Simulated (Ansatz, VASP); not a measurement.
# Two plane-wave programs on Mo

```
Mo
1.0
    -1.53707    1.53707    1.53707
     1.53707   -1.53707    1.53707
     1.53707    1.53707   -1.53707
Mo
1
Cartesian
  0.0000 0.0000 0.0000
```

Alike in both runs: task relaxation of cell and atoms; functional PBE; k mesh 10 × 10 × 10; occupations gaussian, width 0.1 eV; no spin polarisation.

```csv
,VASP,Ansatz
version,VASP 6.6.1,Ansatz 0.2.0
potentials or method,"VASP PAW PBE potentials, release 64 (Mo_sv), cutoff 500 eV","scalar-relativistic, plane waves, PAW"
valence electrons in the cell,14,14
```

```csv
,VASP,Ansatz,Ansatz less VASP
"gap on the k mesh at the Fermi level, each at its own relaxed structure (eV)",none,none,-
relaxed volume (Å³/atom),15.81,15.77,-0.039
relaxed cell length with the largest relative difference (Å),2.738,2.736,-0.0022
```

A gap of «none» marks a metal or a gap that the smearing closes.
